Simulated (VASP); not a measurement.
# HfN (F-43m) in VASP: further runs

HfN is run at these levels: r2SCAN0, r2SCANh, HF; tasks: single point.

Everything below comes from runs of VASP 6.6.1. Logs are shortened: lines on timing, memory, paths and dates and some standing lists are left out, and cuts for length are marked.

**1. The cell of the first run**

Symmetry: F-43m, No. 216, cubic system. The conventional cell has a = 4.910 Å, b = 4.910 Å, c = 4.910 Å, α = 90.00°, β = 90.00°, γ = 90.00°. Hf (site symmetry -43m) has 4 N at 2.13 Å within 2.8 Å. N (site symmetry -43m) has 4 Hf at 2.13 Å within 2.8 Å.

**2. Single point, r2SCAN0**

The input, POSCAR:

```
HfN
1.0
    0.0000000000      2.4548220000      2.4548220000
    2.4548220000      0.0000000000      2.4548220000
    2.4548220000      2.4548220000      0.0000000000
Hf N
1 1
Direct
    0.0000000000      0.0000000000      0.0000000000
    0.2500000000      0.2500000000      0.2500000000
```

The input, INCAR.step1:

```
PREC = Accurate
ENCUT = 520
EDIFF = 1E-5
ISMEAR = -1
SIGMA = 0.05
LREAL = False
LASPH = True
NELM = 100
ALGO = Normal
ISIF = 2
LWAVE = True
GGA = PE
NBANDS = 14
```

The input, INCAR.step2:

```
PREC = Accurate
ENCUT = 520
EDIFF = 1E-6
ISMEAR = -1
SIGMA = 0.05
LREAL = False
LASPH = True
NELM = 100
ALGO = Normal
ISIF = 2
LWAVE = False
LCHARG = True
METAGGA = R2SCAN
LHFCALC = True
AEXX = 0.25
LMIXTAU = True
PRECFOCK = Normal
LELF = True
LVHAR = True
ISTART = 1
NBANDS = 14
```

The input, KPOINTS:

```
Automatic mesh
0
Gamma
  5 5 5
```

Potentials or basis: VASP PAW PBE potentials, release 64 (Hf_pv, N).

On the command line:

```bash
> cat potpaw_PBE.64/Hf_pv/POTCAR potpaw_PBE.64/N/POTCAR > POTCAR
> cp INCAR.step1 INCAR
> mpirun -np 1 vasp_std > vasp.out
> cp INCAR.step2 INCAR
> mpirun -np 1 vasp_std > vasp.out
```

OUTCAR:

```text
PREC = Accurate
   ENCUT = 520
   EDIFF = 1E-6
   ISMEAR = -1
   LREAL = False
   LASPH = True
   NELM = 100
   ISIF = 2
   METAGGA = R2SCAN
   LHFCALC = True
   AEXX = 0.25
   PRECFOCK = Normal
   ISTART = 1

 ion  position               nearest neighbor table
   1  0.000  0.000  0.000-   2 2.13   2 2.13   2 2.13   2 2.13
   2  0.250  0.250  0.250-   1 2.13   1 2.13   1 2.13   1 2.13

  LATTYP: Found a face centered cubic cell.
 ALAT       =     4.9096440000

  Lattice vectors:

 A1 = (   0.0000000000,   2.4548220000,   2.4548220000)
 A2 = (   2.4548220000,   0.0000000000,   2.4548220000)
 A3 = (   2.4548220000,   2.4548220000,   0.0000000000)

Analysis of symmetry for initial positions (statically):
=====================================================================
 Subroutine PRICEL returns:
 Original cell was already a primitive cell.

 Routine SETGRP: Setting up the symmetry group for a
 face centered cubic supercell.

 Subroutine GETGRP returns: Found 24 space group operations
 (whereof 24 operations were pure point group operations)
 out of a pool of 48 trial point group operations.

The static configuration has the point symmetry T_d .

Analysis of symmetry for dynamics (positions and initial velocities):
=====================================================================
 Subroutine PRICEL returns:
 Original cell was already a primitive cell.

 Routine SETGRP: Setting up the symmetry group for a
 face centered cubic supercell.

 Subroutine GETGRP returns: Found 24 space group operations
 (whereof 24 operations were pure point group operations)
 out of a pool of 48 trial point group operations.

The dynamic configuration has the point symmetry T_d .

 Subroutine INISYM returns: Found 24 space group operations
 (whereof 24 operations are pure point group operations),
 and found     1 'primitive' translations

----------------------------------------------------------------------------------------

                                     Primitive cell

  volume of cell :      29.5863

  direct lattice vectors                    reciprocal lattice vectors
     0.000000000  2.454822000  2.454822000    -0.203680756  0.203680756  0.203680756
     2.454822000  0.000000000  2.454822000     0.203680756 -0.203680756  0.203680756
     2.454822000  2.454822000  0.000000000     0.203680756  0.203680756 -0.203680756

  length of vectors
     3.471642566  3.471642566  3.471642566     0.352785417  0.352785417  0.352785417

  position of ions in fractional coordinates (direct lattice)
     0.000000000  0.000000000  0.000000000
     0.250000000  0.250000000  0.250000000

  ion indices of the primitive-cell ions
   primitive index   ion index
                 1           1
                 2           2

----------------------------------------------------------------------------------------

 KPOINTS: Automatic mesh

Automatic generation of k-mesh.
 Grid dimensions read from file:
 generate k-points for:    5    5    5

 Generating k-lattice:

  Cartesian coordinates                     Fractional coordinates (reciprocal lattice)
    -0.040736151  0.040736151  0.040736151     0.200000000  0.000000000  0.000000000
     0.040736151 -0.040736151  0.040736151     0.000000000  0.200000000  0.000000000
     0.040736151  0.040736151 -0.040736151     0.000000000  0.000000000  0.200000000

  Length of vectors
     0.070557083  0.070557083  0.070557083

  Shift w.r.t. Gamma in fractional coordinates (k-lattice)
     0.000000000  0.000000000  0.000000000

 Subroutine IBZKPT returns following result:
 ===========================================

 Found     10 irreducible k-points:

 Following reciprocal coordinates:
            Coordinates               Weight
  0.000000  0.000000  0.000000      1.000000
  0.200000  0.000000  0.000000      8.000000
  0.400000  0.000000  0.000000      8.000000
  0.200000  0.200000  0.000000      6.000000
  0.400000  0.200000  0.000000     24.000000
 -0.400000  0.200000  0.000000     24.000000
 -0.200000  0.200000  0.000000     12.000000
  0.400000  0.400000  0.000000      6.000000
 -0.400000  0.400000  0.000000     12.000000
 -0.400000  0.400000  0.200000     24.000000
   k-points           NKPTS =     10   k-points in BZ     NKDIM =    125   number of bands    NBANDS=     14
   number of dos      NEDOS =    301   number of ions     NIONS =      2
   total plane-waves  NPLWV =  21952
   dimension x,y,z NGX =    28 NGY =   28 NGZ =   28
   dimension x,y,z NGXF=    56 NGYF=   56 NGZF=   56
   ions per type =               1   1
   NGX,Y,Z   is equivalent  to a cutoff of  13.41, 13.41, 13.41 a.u.
   NGXF,Y,Z  is equivalent  to a cutoff of  26.82, 26.82, 26.82 a.u.
 SYSTEM =  unknown system
   PREC   = accura    normal or accurate (medium, high low for compatibility)
   ISTART =      1    job   : 0-new  1-cont  2-samecut
   ICHARG =      0    charge: 1-file 2-atom 10-const
   ISPIN  =      1    spin polarized calculation?
   LNONCOLLINEAR =      F non collinear calculations
   LSORBIT =      F    spin-orbit coupling
   LASPH  =      T    aspherical Exc in radial PAW
   ENCUT  =  520.0 eV  38.22 Ry    6.18 a.u.   6.45  6.45  6.45*2*pi/ulx,y,z
   NELM   =    100;   NELMIN=  2; NELMDL=  0     # of ELM steps
   EDIFF  = 0.1E-05   stopping-criterion for ELM
   LREAL  =      F    real-space projection
   EDIFFG = 0.1E-04   stopping-criterion for IOM
   NSW    =      0    number of steps for IOM
   IBRION =     -1    ionic relax: 0-MD 1-quasi-New 2-CG
   NFREE  =      0    steps in history (QN), initial steepest desc. (CG)
   ISIF   =      2    stress and relaxation
   ISYM   =      3    0-nonsym 1-usesym 2-fastsym
   POTIM  = 0.5000    time-step for ionic-motion
   TEBEG  =    0.0;   TEEND  =   0.0 temperature during run
   PSTRESS=    0.0 pullay stress
   NELECT =      15.0000    total number of electrons
   NUPDOWN=      -1.0000    fix difference up-down
   EMIN   =  10.00;   EMAX   =-10.00  energy-range for DOS
   EFERMI =   0.00;   METHOD = LEGACY
   ISMEAR =    -1;   SIGMA  =   0.05  broadening in eV -4-tet -1-fermi 0-gaus
   EFERMI_NEDOS =   21; number of points for ismear=-14 and -15
   IALGO  =     38    algorithm
   IMIX   =      1    mixing-type and parameters
     AMIX     =   0.40;   BMIX     =  1.00
     AMIX_MAG =   1.60;   BMIX_MAG =  1.00
  volume/ion in A,a.u.               =      14.79        99.83
  Fermi-wavevector in a.u.,A,eV,Ry     =   1.305395  2.466839 23.185087  1.704056
  Thomas-Fermi vector in A             =   2.436267
   LORBIT       =      0    0 simple, 1 ext, 2 COOP (PROOUT), +10 PAW based schemes
   METAGGA = R2SCAN    functional components
   LHFCALC =     T    Hartree Fock is set to
   PRECFOCK=normal    Normal, Fast or Accurate (Low or Medium for compatibility)
   ENCUT4O =  -1.0   cutoff for four orbital integrals eV
   NKREDX  =     1    reduce k-point grid by
   NKREDY  =     1    reduce k-point grid by
   NKREDZ  =     1    reduce k-point grid by
   AEXX    =    0.2500 exact exchange contribution
   HFSCREEN=    0.0000 screening length (either q_TF or 0.3 A-1)
   HFSCREENC=   0.0000 screening length for correlation (either q_TF or 0.3 A-1)
   ENCUTFOCK=  -1.0 apply spherical cutoff to Coloumb kernel
   IVDW    =     0    specifies the selected vdW correction
   LEPSILON=     F    determine dielectric tensor
   LRPA    =     F    only Hartree local field effects (RPA)
 non-spin polarized calculation
  energy-cutoff  :      520.00
  volume of cell :       29.59
 maximum number of plane-waves:       821
 NGX is ok and might be reduce to    28
  NGX = 20; NGY = 20; NGZ = 20

 number of electron      15.0000001 magnetization

 Free energy of the ion-electron system (eV)
  ---------------------------------------------------
  ext. energy  EPLUGINS =         0.00000000
  ---------------------------------------------------
  free energy    TOTEN  =       -54.03017150 eV

  energy without entropy =      -54.02089830  energy(sigma->0) =      -54.02553490

 E-fermi :   5.8541     XC(G=0):  -9.2981

 val. band max:        5.7807961198   @ k =   0.4000   0.2000   0.0000
 cond. band min:       6.3727087231   @ k =  -0.4000   0.2000   0.0000
 fundamental gap:      0.5919126034
 Fermi energy:         5.8541027031

 k-point     1 :       0.0000    0.0000    0.0000
  band No.  band energies     occupation
      1     -29.0264      2.00000
      2     -29.0264      2.00000
      3     -29.0264      2.00000
      4     -13.7192      2.00000
      5      -1.3244      2.00000
      6      -1.3244      2.00000
      7      -1.3244      2.00000
      8       5.0155      2.00000
      9       9.1880      0.00000
     10       9.1880      0.00000
     11      13.7585      0.00000
     12      13.7585      0.00000
     13      13.7585      0.00000
     14      18.9755      0.00000

 k-point     2 :       0.2000    0.0000    0.0000
  band No.  band energies     occupation
      1     -29.2303      2.00000
      2     -29.0528      2.00000
      3     -29.0527      2.00000
      4     -13.2709      2.00000
      5      -1.9050      2.00000
      6      -1.0448      2.00000
      7      -1.0448      2.00000
      8       7.4216      0.00000
      9       8.6998      0.00000
     10       8.6998      0.00000
     11      12.8717      0.00000
     12      14.3221      0.00000
     13      14.3221      0.00000
     14      16.7805      0.00000
[... 105 lines left out ...]
      1     -29.5402      2.00000
      2     -29.2938      2.00000
      3     -29.1928      2.00000
      4     -12.1550      2.00000
      5      -2.2827      2.00000
      6       0.2618      2.00000
      7       0.4202      2.00000
      8       3.9013      2.00000
      9       8.8942      0.00000
     10       9.9318      0.00000
     11      12.5781      0.00000
     12      12.7394      0.00000
     13      17.3798      0.00000
     14      17.7792      0.00000

 k-point    10 :      -0.4000    0.4000    0.2000
  band No.  band energies     occupation
      1     -29.4947      2.00000
      2     -29.2988      2.00000
      3     -29.1864      2.00000
      4     -12.2232      2.00000
      5      -1.7569      2.00000
      6      -0.7196      2.00000
      7       0.4334      2.00000
      8       4.4828      2.00000
      9       8.2364      0.00000
     10      10.4740      0.00000
     11      12.4926      0.00000
     12      13.5373      0.00000
     13      15.5767      0.00000
     14      17.8250      0.00000

------------------------ aborting loop because EDIFF is reached ----------------------------------------

  FORCE on cell =-STRESS in cart. coord.  units (eV):
  Direction    XX          YY          ZZ          XY          YZ          ZX
  --------------------------------------------------------------------------------------
  -------------------------------------------------------------------------------------
  Total       -1.1225112     -1.1225112     -1.1225112      0.0000000      0.0000000      0.0000000
  in kB      -60.7870738    -60.7870738    -60.7870738      0.0000000      0.0000000      0.0000000
  external PRESSURE =     -60.7870738 kB  Pullay stress =       0.0000000 kB

 VOLUME and BASIS-vectors are now :
 -----------------------------------------------------------------------------
  energy-cutoff  :      520.00
  volume of cell :       29.59
      direct lattice vectors                 reciprocal lattice vectors
     0.000000000  2.454822000  2.454822000    -0.203680756  0.203680756  0.203680756
     2.454822000  0.000000000  2.454822000     0.203680756 -0.203680756  0.203680756
     2.454822000  2.454822000  0.000000000     0.203680756  0.203680756 -0.203680756

 POSITION                                       TOTAL-FORCE (eV/Angst)
 -----------------------------------------------------------------------------------
      0.00000      0.00000      0.00000         0.000000      0.000000     -0.000000
      1.22741      1.22741      1.22741        -0.000000     -0.000000      0.000000
 -----------------------------------------------------------------------------------
    total drift:                               -0.000001     -0.000001     -0.000001

  FREE ENERGIE OF THE ION-ELECTRON SYSTEM (eV)
  ---------------------------------------------------
  free  energy   TOTEN  =       -54.0301715000 eV

  energy  without entropy=      -54.0208982951  energy(sigma->0) =      -54.02553490
```

It took 11 min on 1 thread of Intel Xeon Platinum 8259CL at 2.50GHz (Skylake/Cascade Lake), shared host; peak memory 0.17 GiB.

What came out:

* Free energy: -54.0302 eV
* Pressure: -6.1 GPa
* Band gap on the k mesh: zero (an odd number of electrons rules out a gap without spin polarisation)

Levels at points of the mesh, in eV from the Fermi level:
```csv
k point,band 3,band 4,band 5,band 6,band 7,band 8,band 9,band 10,band 11,band 12
"(0.00, 0.00, 0.00)",-34.88,-19.57,-7.18,-7.18,-7.18,-0.84,3.33,3.33,7.90,7.90
```

Caveat: the k points lie up to 0.44 Å⁻¹ apart, too coarse for converged energies and pressures of a metal; the PAW data sets were made with another functional, which shifts forces and pressure a little; spin-orbit coupling is left out, which moves the levels of the heavy elements; an odd number of electrons without spin polarisation forces a metal; a magnetic or distorted state may lie lower.

(Part 1 of 2 ends here.)

The gap in the log of VASP goes by the Fermi energy; the results here count the filled bands.